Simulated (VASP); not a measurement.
# ZrNb2N3 (P-6m2) in VASP: single point with PBE

Aim: the single point of ZrNb2N3 with PBE.

Program: VASP 6.6.1. These are calculated values, not measurements. Logs are shortened: lines on timing, memory, paths and dates and some standing lists are left out, and cuts for length are marked.

## (1) The cell of the first run

The structure is hexagonal, space group P-6m2 (No. 187). The conventional cell has a = 4.291 Å, b = 4.291 Å, c = 5.275 Å, α = 90.00°, β = 90.00°, γ = 120.00°. Zr (site symmetry -6m2) has 8 N at 2.55 to 2.64 Å within 3.4 Å. Within 3.3 Å of Nb (site symmetry -6m2) lie 3 Nb at 2.48 Å and 9 N at 2.48 to 3.19 Å. Within 2.7 Å of Nb (site symmetry -6m2) lie 5 N at 2.01 to 2.48 Å and 3 Nb at 2.48 Å. Within 1.7 Å of N (site symmetry 3m) lie 1 N at 1.25 Å. Within 3.3 Å of N (site symmetry -6m2) lie 6 Nb at 2.48 Å and 2 Zr at 2.64 Å and 6 N at 3.19 Å.

The cell was generated, and may not be a known phase.

## (2) Single point, PBE

The input, INCAR:

```
SYSTEM = ZrNb2N3
PREC     = Accurate       ! precision mode
ENCUT    = 1330           ! plane-wave cutoff, eV
EDIFF    = 1E-6           ! SCF threshold, eV
ISMEAR   = 0              ! smearing method
SIGMA    = 0.15           ! smearing width, eV
LREAL    = .False.        ! projectors in reciprocal space
LASPH    = .True.         ! aspherical terms in the spheres
NELM     = 120            ! most SCF steps
ALGO     = Normal         ! electronic algorithm
ISIF     = 2              ! what is computed and relaxed
LWAVE    = .False.        ! write WAVECAR
LCHARG   = .False.        ! write CHGCAR
GGA      = PE             ! functional
NBANDS   = 36             ! bands
GGA_COMPAT= .False.
```

The input, KPOINTS:

```
regular mesh
0
Gamma
  4 4 2
  0 0 0
```

The input, POSCAR:

```
ZrNb2N3
1.0
    4.2909143884      0.0000000000      0.0000000000
   -2.1454571942      3.7160408658      0.0000000000
    0.0000000000      0.0000000000      5.2751478663
Zr Nb N
1 2 3
Direct
    0.0000000000      0.0000000000      0.5000000000
    0.6666666667      0.3333333333      0.0000000000
    0.3333333333      0.6666666667      0.0000000000
    0.3333333333      0.6666666667      0.6183608372
    0.3333333333      0.6666666667      0.3816391628
    0.0000000000      0.0000000000      0.0000000000
```

Potentials or basis: VASP PAW PBE potentials, release 64 (Zr_sv, Nb_sv, N_h).

Launch:

```console
$ cat potpaw_PBE.64/Zr_sv/POTCAR potpaw_PBE.64/Nb_sv/POTCAR potpaw_PBE.64/N_h/POTCAR > POTCAR
$ mpirun -np 1 vasp_std > vasp.out
```

OUTCAR:

```text
SYSTEM = ZrNb2N3
   PREC = Accurate
   ENCUT = 1330
   EDIFF = 1E-6
   ISMEAR = 0
   LREAL = .False.
   LASPH = .True.
   NELM = 120
   ISIF = 2
   GGA = PE

 ion  position               nearest neighbor table
   1  0.000  0.000  0.500-   4 2.55   5 2.55   4 2.55   5 2.55   4 2.55   5 2.55   6 2.64   6 2.64

   2  0.667  0.333  0.000-   3 2.48   3 2.48   3 2.48
   3  0.333  0.667  0.000-   4 2.01   5 2.01   2 2.48   2 2.48   2 2.48
   4  0.333  0.667  0.618-   5 1.25   3 2.01   1 2.55   1 2.55   1 2.55
   5  0.333  0.667  0.382-   4 1.25   3 2.01   1 2.55   1 2.55   1 2.55
   6  0.000  0.000  0.000-   1 2.64   1 2.64

  LATTYP: Found a hexagonal cell.
 ALAT       =     4.2909143884
 C/A-ratio  =     1.2293761629

  Lattice vectors:

 A1 = (   4.2909143884,   0.0000000000,   0.0000000000)
 A2 = (  -2.1454571942,   3.7160408658,   0.0000000000)
 A3 = (   0.0000000000,   0.0000000000,   5.2751478663)

Analysis of symmetry for initial positions (statically):
=====================================================================
 Subroutine PRICEL returns:
 Original cell was already a primitive cell.

 Routine SETGRP: Setting up the symmetry group for a
 hexagonal supercell.

 Subroutine GETGRP returns: Found 12 space group operations
 (whereof 12 operations were pure point group operations)
 out of a pool of 24 trial point group operations.

The static configuration has the point symmetry D_3h.

Analysis of symmetry for dynamics (positions and initial velocities):
=====================================================================
 Subroutine PRICEL returns:
 Original cell was already a primitive cell.

 Routine SETGRP: Setting up the symmetry group for a
 hexagonal supercell.

 Subroutine GETGRP returns: Found 12 space group operations
 (whereof 12 operations were pure point group operations)
 out of a pool of 24 trial point group operations.

The dynamic configuration has the point symmetry D_3h.

 Subroutine INISYM returns: Found 12 space group operations
 (whereof 12 operations are pure point group operations),
 and found     1 'primitive' translations

----------------------------------------------------------------------------------------

                                     Primitive cell

  volume of cell :      84.1134

  direct lattice vectors                    reciprocal lattice vectors
     4.290914388  0.000000000  0.000000000     0.233050560  0.134551803  0.000000000
    -2.145457194  3.716040866  0.000000000     0.000000000  0.269103607  0.000000000
     0.000000000  0.000000000  5.275147866     0.000000000  0.000000000  0.189568146

  length of vectors
     4.290914388  4.290914388  5.275147866     0.269103607  0.269103607  0.189568146

  position of ions in fractional coordinates (direct lattice)
     0.000000000  0.000000000  0.500000000
     0.666666667  0.333333333  0.000000000
     0.333333333  0.666666667  0.000000000
     0.333333333  0.666666667  0.618360837
     0.333333333  0.666666667  0.381639163
     0.000000000  0.000000000  0.000000000

  ion indices of the primitive-cell ions
   primitive index   ion index
                 1           1
                 2           2
                 3           3
                 4           4
                 5           5
                 6           6

----------------------------------------------------------------------------------------

 KPOINTS: regular mesh

Automatic generation of k-mesh.
 Grid dimensions read from file:
 generate k-points for:    4    4    2

 Generating k-lattice:

  Cartesian coordinates                     Fractional coordinates (reciprocal lattice)
     0.058262640  0.033637951  0.000000000     0.250000000  0.000000000  0.000000000
     0.000000000  0.067275902  0.000000000     0.000000000  0.250000000  0.000000000
     0.000000000  0.000000000  0.094784073     0.000000000  0.000000000  0.500000000

  Length of vectors
     0.067275902  0.067275902  0.094784073

  Shift w.r.t. Gamma in fractional coordinates (k-lattice)
     0.000000000  0.000000000  0.000000000

 Subroutine IBZKPT returns following result:
 ===========================================

 Found      8 irreducible k-points:

 Following reciprocal coordinates:
            Coordinates               Weight
  0.000000  0.000000  0.000000      1.000000
  0.250000  0.000000  0.000000      6.000000
  0.500000  0.000000  0.000000      3.000000
  0.250000  0.250000  0.000000      6.000000
  0.000000  0.000000  0.500000      1.000000
  0.250000  0.000000  0.500000      6.000000
  0.500000  0.000000  0.500000      3.000000
  0.250000  0.250000  0.500000      6.000000
   k-points           NKPTS =      8   k-points in BZ     NKDIM =      8   number of bands    NBANDS=     36
   number of dos      NEDOS =    301   number of ions     NIONS =      6
   total plane-waves  NPLWV = 186624
   dimension x,y,z NGX =    54 NGY =   54 NGZ =   64
   dimension x,y,z NGXF=   108 NGYF=  108 NGZF=  128
   ions per type =               1   2   3
   NGX,Y,Z   is equivalent  to a cutoff of  20.92, 20.92, 20.17 a.u.
   NGXF,Y,Z  is equivalent  to a cutoff of  41.84, 41.84, 40.34 a.u.
 SYSTEM =  ZrNb2N3
   PREC   = accura    normal or accurate (medium, high low for compatibility)
   ISTART =      0    job   : 0-new  1-cont  2-samecut
   ICHARG =      2    charge: 1-file 2-atom 10-const
   ISPIN  =      1    spin polarized calculation?
   LNONCOLLINEAR =      F non collinear calculations
   LSORBIT =      F    spin-orbit coupling
   LASPH  =      T    aspherical Exc in radial PAW
   ENCUT  = 1330.0 eV  97.75 Ry    9.89 a.u.  12.76 12.76 15.69*2*pi/ulx,y,z
   NELM   =    120;   NELMIN=  2; NELMDL= -5     # of ELM steps
   EDIFF  = 0.1E-05   stopping-criterion for ELM
   LREAL  =      F    real-space projection
   EDIFFG = 0.1E-04   stopping-criterion for IOM
   NSW    =      0    number of steps for IOM
   IBRION =     -1    ionic relax: 0-MD 1-quasi-New 2-CG
   NFREE  =      0    steps in history (QN), initial steepest desc. (CG)
   ISIF   =      2    stress and relaxation
   ISYM   =      2    0-nonsym 1-usesym 2-fastsym
   POTIM  = 0.5000    time-step for ionic-motion
   TEBEG  =    0.0;   TEEND  =   0.0 temperature during run
   PSTRESS=    0.0 pullay stress
   NELECT =      53.0000    total number of electrons
   NUPDOWN=      -1.0000    fix difference up-down
   EMIN   =  10.00;   EMAX   =-10.00  energy-range for DOS
   EFERMI =   0.00;   METHOD = LEGACY
   ISMEAR =     0;   SIGMA  =   0.15  broadening in eV -4-tet -1-fermi 0-gaus
   EFERMI_NEDOS =   21; number of points for ismear=-14 and -15
   IALGO  =     38    algorithm
   IMIX   =      4    mixing-type and parameters
     AMIX     =   0.40;   BMIX     =  1.00
     AMIX_MAG =   1.60;   BMIX_MAG =  1.00
  volume/ion in A,a.u.               =      14.02        94.60
  Fermi-wavevector in a.u.,A,eV,Ry     =   1.403498  2.652227 26.800846  1.969807
  Thomas-Fermi vector in A             =   2.526154
   LORBIT       =      0    0 simple, 1 ext, 2 COOP (PROOUT), +10 PAW based schemes
   GGA     = PE    functional components
   LHFCALC =     F    Hartree Fock is set to
   AEXX    =    0.0000 exact exchange contribution
   IVDW    =     0    specifies the selected vdW correction
   LEPSILON=     F    determine dielectric tensor
   LRPA    =     F    only Hartree local field effects (RPA)
 non-spin polarized calculation
 Gauss-broadening in eV      SIGMA  =   0.15
  energy-cutoff  :     1330.00
  volume of cell :       84.11
 maximum number of plane-waves:      9284
 NGX is ok and might be reduce to    54
   NGX = 25   NGY = 25   NGZ = 31

 number of electron      53.0000000 magnetization

 Free energy of the ion-electron system (eV)
  ---------------------------------------------------
  ext. energy  EPLUGINS =         0.00000000
  ---------------------------------------------------
  free energy    TOTEN  =       -51.00716205 eV

  energy without entropy =      -50.92656931  energy(sigma->0) =      -50.96686568

 E-fermi :   9.8866     XC(G=0): -11.6518

 val. band max:        9.8515324476   @ k =   0.5000   0.0000   0.0000
 cond. band min:       9.8968740309   @ k =   0.2500   0.2500   0.0000
 fundamental gap:      0.0453415833
 Fermi energy:         9.8866394348

 k-point     1 :       0.0000    0.0000    0.0000
  band No.  band energies     occupation
      1     -45.4055      2.00000
      2     -44.6722      2.00000
      3     -40.8074      2.00000
      4     -22.1906      2.00000
      5     -22.1906      2.00000
      6     -21.7544      2.00000
[... 28 lines left out ...]
     35      13.5748      0.00000
     36      13.5771      0.00000

 k-point     2 :       0.2500    0.0000    0.0000
  band No.  band energies     occupation
      1     -45.3234      2.00000
      2     -44.7626      2.00000
      3     -40.8063      2.00000
      4     -22.2844      2.00000
      5     -22.0164      2.00000
      6     -21.7046      2.00000
[... 28 lines left out ...]
     35      13.6548      0.00000
     36      13.7725      0.00000

 k-point     3 :       0.5000    0.0000    0.0000
  band No.  band energies     occupation
      1     -45.1986      2.00000
      2     -44.8956      2.00000
      3     -40.8051      2.00000
      4     -22.3685      2.00000
      5     -21.7932      2.00000
      6     -21.6469      2.00000
[... 28 lines left out ...]
     35      13.3786      0.00000
     36      13.3975      0.00000

 k-point     4 :       0.2500    0.2500    0.0000
  band No.  band energies     occupation
      1     -45.1987      2.00000
      2     -44.8956      2.00000
      3     -40.8051      2.00000
      4     -22.4309      2.00000
      5     -21.6471      2.00000
      6     -21.6376      2.00000
[... 28 lines left out ...]
     35      13.7552      0.00000
     36      13.8846      0.00000

 k-point     5 :       0.0000    0.0000    0.5000
  band No.  band energies     occupation
      1     -45.4054      2.00000
      2     -44.6722      2.00000
      3     -40.8075      2.00000
      4     -22.1903      2.00000
      5     -22.1903      2.00000
      6     -21.7628      2.00000
[... 28 lines left out ...]
     35      12.8923      0.00000
     36      12.8924      0.00000

 k-point     6 :       0.2500    0.0000    0.5000
  band No.  band energies     occupation
      1     -45.3234      2.00000
      2     -44.7626      2.00000
      3     -40.8063      2.00000
      4     -22.2838      2.00000
      5     -22.0163      2.00000
      6     -21.7181      2.00000
[... 28 lines left out ...]
     35      12.8304      0.00000
     36      12.9138      0.00000

 k-point     7 :       0.5000    0.0000    0.5000
  band No.  band energies     occupation
      1     -45.1986      2.00000
      2     -44.8956      2.00000
      3     -40.8050      2.00000
      4     -22.3676      2.00000
      5     -21.7959      2.00000
      6     -21.6659      2.00000
[... 28 lines left out ...]
     35      13.1989      0.00000
     36      13.3761      0.00000

 k-point     8 :       0.2500    0.2500    0.5000
  band No.  band energies     occupation
      1     -45.1986      2.00000
      2     -44.8956      2.00000
      3     -40.8050      2.00000
      4     -22.4322      2.00000
      5     -21.6656      2.00000
      6     -21.6366      2.00000
[... 28 lines left out ...]
     35      12.9967      0.00000
     36      13.6545      0.00000

------------------------ aborting loop because EDIFF is reached ----------------------------------------

  FORCE on cell =-STRESS in cart. coord.  units (eV):
  Direction    XX          YY          ZZ          XY          YZ          ZX
  --------------------------------------------------------------------------------------
  -------------------------------------------------------------------------------------
  Total        0.0330293      0.0330293     -0.1040344      0.0000000      0.0000000     -0.0000000
  in kB        0.6291367      0.6291367     -1.9816304      0.0000000      0.0000000     -0.0000000
  external PRESSURE =      -0.2411190 kB  Pullay stress =       0.0000000 kB

 VOLUME and BASIS-vectors are now :
 -----------------------------------------------------------------------------
  energy-cutoff  :     1330.00
  volume of cell :       84.11
      direct lattice vectors                 reciprocal lattice vectors
     4.290914388  0.000000000  0.000000000     0.233050560  0.134551803  0.000000000
    -2.145457194  3.716040866  0.000000000     0.000000000  0.269103607  0.000000000
     0.000000000  0.000000000  5.275147866     0.000000000  0.000000000  0.189568146

 POSITION                                       TOTAL-FORCE (eV/Angst)
 -----------------------------------------------------------------------------------
      0.00000      0.00000      2.63757        -0.000000      0.000000      0.000000
      2.14546      1.23868      0.00000         0.000000     -0.000000      0.000000
     -0.00000      2.47736      0.00000        -0.000000      0.000000      0.000000
     -0.00000      2.47736      3.26194        -0.000000     -0.000000      0.069667
     -0.00000      2.47736      2.01320        -0.000000     -0.000000     -0.069667
      0.00000      0.00000      0.00000        -0.000000      0.000000      0.000000
 -----------------------------------------------------------------------------------
    total drift:                                0.000001     -0.000000     -0.000000

  FREE ENERGIE OF THE ION-ELECTRON SYSTEM (eV)
  ---------------------------------------------------
  free  energy   TOTEN  =       -51.0071620499 eV

  energy  without entropy=      -50.9265693098  energy(sigma->0) =      -50.96686568
```

Run time: 2.5 min. Hardware: 1 thread of Intel Xeon Platinum 8488C (Sapphire Rapids), shared host; peak memory 0.49 GiB.

What came out:

- Free energy: -51.0072 eV
- Pressure: 0.0 GPa
- Largest force: 0.070 eV/Å
- Band gap on the k mesh: zero (an odd number of electrons rules out a gap without spin polarisation)

Forces in eV/Å, atoms in the order of the input:
```
Zr   0.000  0.000  0.000
Nb   0.000  0.000  0.000
Nb   0.000  0.000  0.000
N    0.000  0.000  0.070
N    0.000  0.000 -0.070
N    0.000  0.000  0.000
```

Stress tensor (GPa, compression positive):
```
 0.06  0.00  0.00
 0.00  0.06  0.00
 0.00  0.00 -0.20
```

Levels at points of the mesh, in eV from the Fermi level:
```tsv
k point	band 23	band 24	band 25	band 26	band 27	band 28	band 29	band 30
(0.00, 0.00, 0.00)	-3.28	-1.80	-0.86	-0.86	-0.16	0.46	0.46	1.20
(0.50, 0.00, 0.00)	-2.31	-2.03	-1.27	-0.04	0.33	1.01	1.13	1.31
(0.00, 0.00, 0.50)	-1.31	-0.90	-0.90	-0.35	-0.30	0.39	0.47	0.47
(0.50, 0.00, 0.50)	-2.06	-1.97	-1.61	-0.57	0.41	0.60	1.00	1.25
```

Caveat: the k points lie up to 0.60 Å⁻¹ apart, too coarse for converged energies and pressures of a metal; an odd number of electrons without spin polarisation forces a metal; a magnetic or distorted state may lie lower.

The gap in the log of VASP goes by the Fermi energy; the results here count the filled bands.